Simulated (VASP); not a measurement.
The system is HfO3.

```
Hf O
1.0
     2.51259    0.00000    0.00000
    -1.25629    2.17597    0.00000
     0.00000    0.00000    7.71424
Hf O
1 3
Direct
  0.00000 0.00000 0.00000
  0.00000 0.00000 0.50000
  0.33333 0.66667 0.25319
  0.33333 0.66667 0.74681
```

| Item | Value |
| --- | --- |
| Program | VASP 6.6.1 |
| Task | relaxation of cell and atoms |
| Functional | PBE |
| Potentials or basis | VASP PAW PBE potentials, release 64 (Hf_pv, O) |
| Cutoff | 600 eV |
| k mesh | 6 × 6 × 2 |
| Occupations | gaussian, width 0.1 eV |
| Spin | no spin polarisation |

At the start: pressure 17.1 GPa; volume 10.54 Å³/atom.

Problem. How do energy, volume and symmetry change on relaxing?

Solution. Over 14 steps the energy falls by 2540.6 meV/atom and the volume is 11.09 Å³/atom (+5.1 %); space group P-6m2 (No. 187, to 0.05 Å).

The path:
```
step  energy change (eV)  largest force (eV/Å)  pressure (GPa)  volume (Å³)
   1              0.0000                3.4562           17.10        42.18
   2             -7.1070                4.7991           -6.17        47.69
   3             -9.5556                2.5002          -14.21        49.50
   4             -9.8202                1.4751          -16.39        49.70
   5             -9.2856                4.7055           36.31        40.91
   6            -10.1015                0.2252           -2.54        46.27
   7            -10.1045                0.4240           -1.10        45.98
   8            -10.1046                0.4745           -0.64        45.91
   9            -10.1336                0.2237            0.17        45.22
  10            -10.1503                0.1730            1.97        44.15
  11            -10.1565                0.3060           -2.71        44.72
  12            -10.1592                0.2597           -1.06        44.52
  13            -10.1588                0.2915            1.33        44.15
  14            -10.1623                0.0022            0.06        44.34
```

Final structure:
```yaml
crystal:
  lattice:
    - [3.28079, 0.00000, 0.00000]
    - [-1.64039, 2.84125, 0.00000]
    - [0.00000, 0.00000, 4.75711]
  atoms:
    - { symbol: Hf, position: [0.00000, 0.00000, 0.00000] }
    - { symbol: O, position: [0.00000, 0.00000, 0.50000] }
    - { symbol: O, position: [0.33333, 0.66667, 0.20994] }
    - { symbol: O, position: [0.33333, 0.66667, 0.79006] }
```

Caveat: the k points lie up to 0.66 Å⁻¹ apart in the final cell.
